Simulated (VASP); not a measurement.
Input of a VASP 6.6.1 run:

INCAR

```
ALGO = Normal
EDIFF = 1E-7
ENCUT = 520
GGA = PE
ISIF = 2
ISMEAR = 0
LASPH = T
LCHARG = F
LREAL = F
LWAVE = F
NBANDS = 46
NELM = 80
PREC = Accurate
SIGMA = 0.1
```

KPOINTS

```
k-points
0
Gamma
  6 6 6
```

POSCAR

```
Be2Zn3Se5
1.0
   -1.9185721300      1.9185721300     13.5663536500
    1.9185721300     -1.9185721300     13.5663536500
    1.9185721300      1.9185721300    -13.5663536500
Be Zn Se
2 3 5
Direct
    0.7000000000      0.7000000000      0.0000000000
    0.3000000000      0.3000000000      0.0000000000
    0.9000000000      0.9000000000      0.0000000000
    0.5000000000      0.5000000000      0.0000000000
    0.1000000000      0.1000000000      0.0000000000
    0.2500000000      0.7500000000      0.5000000000
    0.8500000000      0.3500000000      0.5000000000
    0.4500000000      0.9500000000      0.5000000000
    0.0500000000      0.5500000000      0.5000000000
    0.6500000000      0.1500000000      0.5000000000
```

Potentials or basis: VASP PAW PBE potentials, release 64 (Be, Zn, Se).

Launch:

```bash
$ cat potpaw_PBE.64/Be/POTCAR potpaw_PBE.64/Zn/POTCAR potpaw_PBE.64/Se/POTCAR > POTCAR
$ mpirun -np 1 vasp_std > vasp.out
```

Question: Predict the largest force.

Answer: 1.879 eV/Å.

Question: Estimate the band gap on the k mesh.

Answer: 2.32 eV.

Question: Estimate the pressure.

Answer: 5.2 GPa.

Forces on the atoms (eV/Å):
```
Be   0.000  0.000  0.051
Be   0.000  0.000 -0.051
Zn   0.000  0.000 -0.062
Zn   0.000  0.000  0.000
Zn   0.000  0.000  0.062
Se   0.000  0.000  0.000
Se   0.000  0.000 -1.879
Se   0.000  0.000 -0.010
Se   0.000  0.000  0.010
Se   0.000  0.000  1.879
```

Caveat: the cell stands under pressure; forces of over 1 eV/Å act on the atoms, so gaps and moduli don't describe the material at rest. A k mesh can miss the band edges.
